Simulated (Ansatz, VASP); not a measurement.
**SiC: VASP beside Ansatz**

```xyz
4
Lattice="3.1525 0.0000 0.0000 -1.5762 2.7301 0.0000 0.0000 0.0000 5.1738" Properties=species:S:1:pos:R:3 pbc="T T T"
Si    0.0000    1.8201   -0.0021
Si    1.5762    0.9100    2.5848
C     0.0000    1.8201    1.9423
C     1.5762    0.9100    4.5292
```

Alike in both runs: task single point; functional PBE; k mesh 9 × 9 × 4; no spin polarisation.

|  | VASP | Ansatz |
| --- | --- | --- |
| version | VASP 6.6.1 | Ansatz 0.2.0 |
| potentials or method | VASP PAW PBE potentials, release 64 (Si, C) | plane waves, PAW |
| plane-wave cutoff (eV) | 520 | 420 |
| occupations | gaussian, width 0.01 eV | fixed |
| valence electrons in the cell | 16 | 16 |

```tsv
	VASP	Ansatz	Ansatz less VASP
gap on the k mesh at the Fermi level (eV)	2.40	2.40	+0.003
pressure (GPa)	-11.1	-11.1	+0.03
traceless stress, the component that is largest in VASP (GPa)	0.16	0.16	0.000
rms of the force components (eV/Å)	0.007	0.007	+0.0001
```

Atom by atom the forces differ by 0.000 eV/Å (rms over components).
